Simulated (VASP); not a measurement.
Input of a VASP 6.6.1 run:

File INCAR:

```
SYSTEM = Al3N4
PREC = Accurate
ENCUT = 600
EDIFF = 1E-7
ISMEAR = 0
SIGMA = 0.1
LREAL = .False.
LASPH = .True.
NELM = 100
ALGO = Normal
ISIF = 3
LWAVE = .False.
LCHARG = .False.
GGA = PE
IBRION = 2
NSW = 100
EDIFFG = -0.01
```

File KPOINTS:

```
regular mesh
0
Gamma
  12 12 12
  0 0 0
```

POSCAR

```
Al3N4
1.0
    1.5118084812      0.8728430336      8.2273527075
   -1.5118084812      0.8728430336      8.2273527075
    0.0000000000     -1.7456860672      8.2273527075
Al N
3 4
Direct
    0.0000000000      0.0000000000      0.0000000000
    0.5674794694      0.5674794694      0.5674794694
    0.4325205306      0.4325205306      0.4325205306
    0.8723498840      0.8723498840      0.8723498840
    0.1276501160      0.1276501160      0.1276501160
    0.7106963705      0.7106963705      0.7106963705
    0.2893036295      0.2893036295      0.2893036295
```

Potentials or basis: VASP PAW PBE potentials, release 64 (Al, N).

Command:

```console
$ cat potpaw_PBE.64/Al/POTCAR potpaw_PBE.64/N/POTCAR > POTCAR
$ mpirun -np 1 vasp_std > vasp.out
```

What does it give for the relaxed cell?

a = 8.396 Å, b = 8.396 Å, c = 8.396 Å, α = 20.74°, β = 20.74°, γ = 20.74°.

What does it give for the band gap on the k mesh?

Zero (an odd number of electrons rules out a gap without spin polarisation).

What does it give for the relaxed volume?

9.28 Å³/atom.

Final structure:
```
CELL_PARAMETERS angstrom
1.51119 0.87249 8.21294
-1.51119 0.87249 8.21294
0.00000 -1.74498 8.21294
ATOMIC_POSITIONS crystal
Al 0.00000 0.00000 0.00000
Al 0.56741 0.56741 0.56741
Al 0.43259 0.43259 0.43259
N 0.87227 0.87227 0.87227
N 0.12773 0.12773 0.12773
N 0.71073 0.71073 0.71073
N 0.28928 0.28928 0.28928
```
